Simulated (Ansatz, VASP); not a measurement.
**AlSiN: VASP beside Ansatz**

```xyz
3
Lattice="2.6968 0.0000 0.0000 0.0000 2.6967 0.0000 0.0000 0.0000 5.2372" Properties=species:S:1:pos:R:3 pbc="T T T"
Al    0.0000    0.0000    0.0000
Si    1.3484    1.3484    2.6186
N     1.3484    1.3484    0.0000
```

Change from the starting cell: species swapped into the TbCoC type (Pmmm, No. 47).

Alike in both runs: functional PBE; k mesh 6 × 6 × 6; occupations gaussian, width 0.1 eV; no spin polarisation.

Ansatz relaxed the structure, and its values are those at the end. VASP's run is a single point on that final structure, the one shown.

|  | VASP | Ansatz |
| --- | --- | --- |
| version | VASP 6.6.1 | Ansatz 0.2.0 |
| potentials or method | VASP PAW PBE potentials, release 64 (Al, Si, N), cutoff 600 eV | scalar-relativistic, plane waves, PAW |
| valence electrons in the cell | 12 | 12 |

```tsv
	VASP	Ansatz	Ansatz less VASP
gap on the k mesh at the Fermi level (eV)	none	none	-
pressure (GPa)	-0.1	0.0	+0.18
```

A gap of «none» marks a metal or a gap that the smearing closes.

The k mesh is coarse, so the values compare programs but aren't converged.
